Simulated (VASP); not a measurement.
# AgCl (I4/mmm) in VASP: a series of runs

AgCl is run at these levels: PBE, r2SCAN; tasks: single point.

Program: VASP 6.6.1. These are calculated values, not measurements. Logs are shortened: lines on timing, memory, paths and dates and some standing lists are left out, and cuts for length are marked.

### Step 1. The cell of the first run

Symmetry: I4/mmm, No. 139, tetragonal system. Conventional cell: a = 4.079 Å, b = 4.079 Å, c = 5.317 Å, α = 90.00°, β = 90.00°, γ = 90.00°. Within 3.5 Å of Ag (site symmetry 4/mmm) lie 6 Cl at 2.66 to 2.88 Å. Cl (site symmetry 4/mmm) has 6 Ag at 2.66 to 2.88 Å within 3.5 Å.

### Step 2. Single point, PBE (epitaxial xy strain +4.0%)

Contents of INCAR:

```
SYSTEM = AgCl
PREC = Accurate
ENCUT = 520
EDIFF = 1E-7
ISMEAR = -1
SIGMA = 0.02
LREAL = .FALSE.
LASPH = .TRUE.
NELM = 100
ALGO = Normal
ISIF = 2
LWAVE = .FALSE.
LCHARG = .FALSE.
GGA = PE
NBANDS = 16
```

Contents of KPOINTS:

```
regular mesh
0
G
  8 8 8
  0 0 0
```

Contents of POSCAR:

```
AgCl
1.0
    0.0000000000      2.8843884835      2.6587048966
    2.8843884835      0.0000000000      2.6587048966
    2.8843884835      2.8843884835      0.0000000000
Ag Cl
1 1
Direct
    0.0000000000      0.0000000000      0.0000000000
    0.5000000000      0.5000000000      0.5000000000
```

Potentials or basis: VASP PAW PBE potentials, release 64 (Ag, Cl).

Launch:

```console
$ cat potpaw_PBE.64/Ag/POTCAR potpaw_PBE.64/Cl/POTCAR > POTCAR
$ mpirun -np 1 vasp_std > vasp.out
```

OUTCAR:

```text
SYSTEM = AgCl
   PREC = Accurate
   ENCUT = 520
   EDIFF = 1E-7
   ISMEAR = -1
   LREAL = .FALSE.
   LASPH = .TRUE.
   NELM = 100
   ISIF = 2
   GGA = PE

 ion  position               nearest neighbor table
   1  0.000  0.000  0.000-   2 2.66   2 2.66   2 2.88   2 2.88   2 2.88   2 2.88
   2  0.500  0.500  0.500-   1 2.66   1 2.66   1 2.88   1 2.88   1 2.88   1 2.88

  LATTYP: Found a body centered tetragonal cell.
 ALAT       =     4.0791413125
 C/A-ratio  =     1.3035610649

  Lattice vectors:

 A1 = (   0.0000000000,  -2.8843884835,  -2.6587048966)
 A2 = (   0.0000000000,   2.8843884835,  -2.6587048966)
 A3 = (   2.8843884835,   0.0000000000,   2.6587048966)

Analysis of symmetry for initial positions (statically):
=====================================================================
 Subroutine PRICEL returns:
 Original cell was already a primitive cell.

 Routine SETGRP: Setting up the symmetry group for a
 body centered tetragonal supercell.

 Subroutine GETGRP returns: Found 16 space group operations
 (whereof 16 operations were pure point group operations)
 out of a pool of 16 trial point group operations.

The static configuration has the point symmetry D_4h.

Analysis of symmetry for dynamics (positions and initial velocities):
=====================================================================
 Subroutine PRICEL returns:
 Original cell was already a primitive cell.

 Routine SETGRP: Setting up the symmetry group for a
 body centered tetragonal supercell.

 Subroutine GETGRP returns: Found 16 space group operations
 (whereof 16 operations were pure point group operations)
 out of a pool of 16 trial point group operations.

The dynamic configuration has the point symmetry D_4h.

 Subroutine INISYM returns: Found 16 space group operations
 (whereof 16 operations are pure point group operations),
 and found     1 'primitive' translations

----------------------------------------------------------------------------------------

                                     Primitive cell

  volume of cell :      44.2392

  direct lattice vectors                    reciprocal lattice vectors
     0.000000000  2.884388483  2.658704897    -0.173346969  0.173346969  0.188061488
     2.884388483  0.000000000  2.658704897     0.173346969 -0.173346969  0.188061488
     2.884388483  2.884388483  0.000000000     0.173346969  0.173346969 -0.188061488

  length of vectors
     3.922806221  3.922806221  4.079141313     0.308974864  0.308974864  0.308974864

  position of ions in fractional coordinates (direct lattice)
     0.000000000  0.000000000  0.000000000
     0.500000000  0.500000000  0.500000000

  ion indices of the primitive-cell ions
   primitive index   ion index
                 1           1
                 2           2

----------------------------------------------------------------------------------------

 KPOINTS: regular mesh

Automatic generation of k-mesh.
 Grid dimensions read from file:
 generate k-points for:    8    8    8

 Generating k-lattice:

  Cartesian coordinates                     Fractional coordinates (reciprocal lattice)
    -0.021668371  0.021668371  0.023507686     0.125000000 -0.000000000  0.000000000
     0.021668371 -0.021668371  0.023507686    -0.000000000  0.125000000  0.000000000
     0.021668371  0.021668371 -0.023507686     0.000000000  0.000000000  0.125000000

  Length of vectors
     0.038621858  0.038621858  0.038621858

  Shift w.r.t. Gamma in fractional coordinates (k-lattice)
     0.000000000  0.000000000  0.000000000

 Subroutine IBZKPT returns following result:
 ===========================================

 Found     59 irreducible k-points:

 Following reciprocal coordinates:
            Coordinates               Weight
  0.000000  0.000000  0.000000      1.000000
  0.125000 -0.000000  0.000000      8.000000
  0.250000 -0.000000  0.000000      8.000000
  0.375000  0.000000  0.000000      8.000000
  0.500000 -0.000000  0.000000      4.000000
  0.125000  0.125000  0.000000      2.000000
[... 16 lines left out ...]
  0.250000 -0.000000  0.125000     16.000000
  0.375000  0.000000  0.125000     16.000000
 [... further k-points ...]
   k-points           NKPTS =     59   k-points in BZ     NKDIM =     59   number of bands    NBANDS=     16
   number of dos      NEDOS =    301   number of ions     NIONS =      2
   total plane-waves  NPLWV =  27000
   dimension x,y,z NGX =    30 NGY =   30 NGZ =   30
   dimension x,y,z NGXF=    60 NGYF=   60 NGZF=   60
   ions per type =               1   1
   NGX,Y,Z   is equivalent  to a cutoff of  12.71, 12.71, 12.23 a.u.
   NGXF,Y,Z  is equivalent  to a cutoff of  25.43, 25.43, 24.45 a.u.
 SYSTEM =  AgCl
   PREC   = accura    normal or accurate (medium, high low for compatibility)
   ISTART =      0    job   : 0-new  1-cont  2-samecut
   ICHARG =      2    charge: 1-file 2-atom 10-const
   ISPIN  =      1    spin polarized calculation?
   LNONCOLLINEAR =      F non collinear calculations
   LSORBIT =      F    spin-orbit coupling
   LASPH  =      T    aspherical Exc in radial PAW
   ENCUT  =  520.0 eV  38.22 Ry    6.18 a.u.   7.29  7.29  7.58*2*pi/ulx,y,z
   NELM   =    100;   NELMIN=  2; NELMDL= -5     # of ELM steps
   EDIFF  = 0.1E-06   stopping-criterion for ELM
   LREAL  =      F    real-space projection
   EDIFFG = 0.1E-05   stopping-criterion for IOM
   NSW    =      0    number of steps for IOM
   IBRION =     -1    ionic relax: 0-MD 1-quasi-New 2-CG
   NFREE  =      0    steps in history (QN), initial steepest desc. (CG)
   ISIF   =      2    stress and relaxation
   ISYM   =      2    0-nonsym 1-usesym 2-fastsym
   POTIM  = 0.5000    time-step for ionic-motion
   TEBEG  =    0.0;   TEEND  =   0.0 temperature during run
   PSTRESS=    0.0 pullay stress
   NELECT =      18.0000    total number of electrons
   NUPDOWN=      -1.0000    fix difference up-down
   EMIN   =  10.00;   EMAX   =-10.00  energy-range for DOS
   EFERMI =   0.00;   METHOD = LEGACY
   ISMEAR =    -1;   SIGMA  =   0.02  broadening in eV -4-tet -1-fermi 0-gaus
   EFERMI_NEDOS =   21; number of points for ismear=-14 and -15
   IALGO  =     38    algorithm
   IMIX   =      4    mixing-type and parameters
     AMIX     =   0.40;   BMIX     =  1.00
     AMIX_MAG =   1.60;   BMIX_MAG =  1.00
  volume/ion in A,a.u.               =      22.12       149.27
  Fermi-wavevector in a.u.,A,eV,Ry     =   1.213100  2.292426 20.022478  1.471611
  Thomas-Fermi vector in A             =   2.348562
   LORBIT       =      0    0 simple, 1 ext, 2 COOP (PROOUT), +10 PAW based schemes
   GGA     = PE    functional components
   LHFCALC =     F    Hartree Fock is set to
   AEXX    =    0.0000 exact exchange contribution
   IVDW    =     0    specifies the selected vdW correction
   LEPSILON=     F    determine dielectric tensor
   LRPA    =     F    only Hartree local field effects (RPA)
 non-spin polarized calculation
  energy-cutoff  :      520.00
  volume of cell :       44.24
 maximum number of plane-waves:      1207
 NGX is ok and might be reduce to    30
   NGX = 15   NGY = 15   NGZ = 15

 number of electron      17.9999998 magnetization

 Free energy of the ion-electron system (eV)
  ---------------------------------------------------
  ext. energy  EPLUGINS =         0.00000000
  ---------------------------------------------------
  free energy    TOTEN  =        -5.39167034 eV

  energy without entropy =       -5.39167034  energy(sigma->0) =       -5.39167034

 E-fermi :   3.9794     XC(G=0):  -9.7649

 val. band max:        3.5861907650   @ k =   0.5000  -0.0000   0.0000
 cond. band min:       4.3348741264   @ k =   0.0000   0.0000   0.0000
 fundamental gap:      0.7486833614
 Fermi energy:         3.9793943969

 k-point     1 :       0.0000    0.0000    0.0000
  band No.  band energies     occupation
      1     -11.5771      2.00000
      2       0.9681      2.00000
      3       0.9831      2.00000
      4       0.9831      2.00000
      5       1.0588      2.00000
      6       1.0908      2.00000
[... 8 lines left out ...]
     15      15.8926      0.00000
     16      15.8926      0.00000

 k-point     2 :       0.1250   -0.0000    0.0000
  band No.  band energies     occupation
      1     -11.5218      2.00000
      2       0.2161      2.00000
      3       0.4603      2.00000
      4       0.5029      2.00000
      5       1.0595      2.00000
      6       1.1384      2.00000
[... 8 lines left out ...]
     15      15.3026      0.00000
     16      16.4685      0.00000

 k-point     3 :       0.2500   -0.0000    0.0000
  band No.  band energies     occupation
      1     -11.3831      2.00000
      2      -0.6937      2.00000
      3      -0.1837      2.00000
      4      -0.0205      2.00000
      5       1.1977      2.00000
      6       1.2325      2.00000
[... 8 lines left out ...]
     15      15.6783      0.00000
     16      16.2293      0.00000

 k-point     4 :       0.3750    0.0000    0.0000
  band No.  band energies     occupation
      1     -11.2362      2.00000
      2      -1.4189      2.00000
      3      -0.5634      2.00000
      4      -0.3588      2.00000
      5       1.3264      2.00000
      6       1.3441      2.00000
[... 8 lines left out ...]
     15      16.6158      0.00000
     16      16.6924      0.00000
[... 324 lines left out ...]
 k-point    22 :       0.1250    0.0000    0.1250
  band No.  band energies     occupation
      1     -11.5146      2.00000
      2       0.0562      2.00000
      3       0.6160      2.00000
      4       0.8839      2.00000
      5       0.9442      2.00000
      6       1.0907      2.00000
[... 8 lines left out ...]
     15      17.1370      0.00000
     16      17.1819      0.00000

 k-point    23 :       0.2500   -0.0000    0.1250
  band No.  band energies     occupation
      1     -11.4145      2.00000
      2      -0.4671      2.00000
      3       0.0495      2.00000
      4       0.3456      2.00000
      5       1.0490      2.00000
      6       1.2268      2.00000
[... 8 lines left out ...]
     15      16.5905      0.00000
     16      17.5322      0.00000

 k-point    24 :       0.3750    0.0000    0.1250
  band No.  band energies     occupation
      1     -11.2741      2.00000
      2      -1.0541      2.00000
      3      -0.4664      2.00000
      4      -0.1642      2.00000
      5       1.2019      2.00000
      6       1.3457      2.00000
[... 8 lines left out ...]
     15      16.8211      0.00000
     16      17.4109      0.00000

 [... further k-points ...]
[... 5 lines left out ...]
  --------------------------------------------------------------------------------------
  -------------------------------------------------------------------------------------
  Total       -0.0297400     -0.0297400      0.3533214      0.0000000      0.0000000      0.0000000
  in kB       -1.0770712     -1.0770712     12.7959619      0.0000000      0.0000000      0.0000000
  external PRESSURE =       3.5472731 kB  Pullay stress =       0.0000000 kB

 VOLUME and BASIS-vectors are now :
 -----------------------------------------------------------------------------
  energy-cutoff  :      520.00
  volume of cell :       44.24
      direct lattice vectors                 reciprocal lattice vectors
     0.000000000  2.884388483  2.658704897    -0.173346969  0.173346969  0.188061488
     2.884388483  0.000000000  2.658704897     0.173346969 -0.173346969  0.188061488
     2.884388483  2.884388483  0.000000000     0.173346969  0.173346969 -0.188061488

 POSITION                                       TOTAL-FORCE (eV/Angst)
 -----------------------------------------------------------------------------------
      0.00000      0.00000      0.00000         0.000000      0.000000      0.000000
      2.88439      2.88439      2.65870         0.000000      0.000000     -0.000000
 -----------------------------------------------------------------------------------
    total drift:                               -0.000000      0.000000      0.000000

  FREE ENERGIE OF THE ION-ELECTRON SYSTEM (eV)
  ---------------------------------------------------
  free  energy   TOTEN  =        -5.3916703410 eV

  energy  without entropy=       -5.3916703409  energy(sigma->0) =       -5.39167034
```

Run time: 40 s. Hardware: 1 thread of Intel Xeon 6975P-C, shared host; peak memory 0.19 GiB.

Results:

- Free energy: -5.3917 eV
- Pressure: 0.4 GPa
- Band gap on the k mesh: 0.75 eV, indirect (least direct gap 3.07 eV)

Stress tensor (GPa, compression positive):
```
-0.11  0.00  0.00
 0.00 -0.11  0.00
 0.00  0.00  1.28
```

Levels at points of the mesh, in eV from the valence-band top:
| k point | band 6 | band 7 | band 8 | band 9 | band 10 | band 11 | band 12 | band 13 |
| --- | --- | --- | --- | --- | --- | --- | --- | --- |
| (0.00, 0.00, 0.00) | -2.50 | -2.43 | -2.32 | -2.32 | 0.75 | 10.62 | 10.62 | 10.84 |
| (0.50, 0.00, 0.00) | -2.18 | -1.88 | -0.44 | 0.00 | 4.11 | 6.22 | 7.13 | 7.98 |
| (0.50, 0.50, 0.00) | -2.26 | -2.11 | -2.11 | -2.01 | 2.23 | 7.55 | 8.84 | 10.72 |
| (0.50, 0.00, 0.50) | -2.37 | -2.12 | -2.09 | -2.03 | 2.27 | 8.03 | 8.06 | 10.73 |

Caveat: the cell differs from its parent crystal (epitaxial xy strain +4.0%).

### Step 3. Single point, r2SCAN (epitaxial xy strain +4.0%)

POSCAR is that of step 2.

Contents of INCAR.step1:

```
PREC = Accurate ; ENCUT = 520
ISMEAR = 0 ; SIGMA = 0.01
LREAL = F ; LASPH = T
NELM = 60 ; NBANDS = 16
GGA = PE ; ALGO = Normal
EDIFF = 1E-4 ; LWAVE = T
LCHARG = F
```

Contents of INCAR.step2:

```
PREC = Accurate ; ENCUT = 520
EDIFF = 1E-6 ; ISMEAR = 0
SIGMA = 0.01 ; LREAL = F
LASPH = T ; NELM = 60
ALGO = Normal ; ISIF = 2
LWAVE = F ; LCHARG = F
METAGGA = R2SCAN ; LMIXTAU = T
NBANDS = 16 ; ISTART = 1
```

Contents of KPOINTS:

```
Automatic mesh
0
Gamma
  8 8 8
```

Potentials or basis: VASP PAW PBE potentials, release 64 (Ag, Cl).

Launch:

```console
$ cat potpaw_PBE.64/Ag/POTCAR potpaw_PBE.64/Cl/POTCAR > POTCAR
$ cp INCAR.step1 INCAR
$ mpirun -np 1 vasp_std > vasp.out
$ cp INCAR.step2 INCAR
$ mpirun -np 1 vasp_std > vasp.out
```

Wall time 3 min (1 thread of Intel Xeon 6975P-C, shared host); peak memory 0.19 GiB.

Results (log left out):

| Property | Result |
| --- | --- |
| Free energy | -28.6227 eV |
| Pressure | -1.2 GPa |
| Band gap on the k mesh | 1.24 eV, indirect (least direct gap 3.62 eV) |

Stress tensor (GPa, compression positive):
```
-1.78  0.00  0.00
 0.00 -1.78  0.00
 0.00  0.00 -0.10
```

Levels at points of the mesh, in eV from the valence-band top:
| k point | band 5 | band 6 | band 7 | band 8 | band 9 | band 10 | band 11 | band 12 | band 13 | band 14 |
| --- | --- | --- | --- | --- | --- | --- | --- | --- | --- | --- |
| (0.00, 0.00, 0.00) | -2.52 | -2.50 | -2.46 | -2.46 | -2.44 | 1.24 | 11.09 | 11.09 | 11.30 | 12.61 |
| (0.50, 0.00, 0.00) | -2.23 | -2.18 | -1.88 | -0.47 | 0.00 | 4.55 | 6.82 | 7.70 | 8.59 | 13.67 |
| (0.50, 0.50, 0.00) | -2.79 | -2.26 | -2.12 | -2.12 | -1.99 | 2.75 | 7.83 | 9.41 | 11.52 | 11.52 |
| (0.50, 0.00, 0.50) | -2.86 | -2.37 | -2.14 | -2.09 | -2.02 | 2.81 | 8.37 | 8.59 | 11.49 | 12.78 |

Caveat: the cell differs from its parent crystal (epitaxial xy strain +4.0%); the PAW data sets were made with another functional, which shifts forces and pressure a little. A k mesh can miss the band edges.
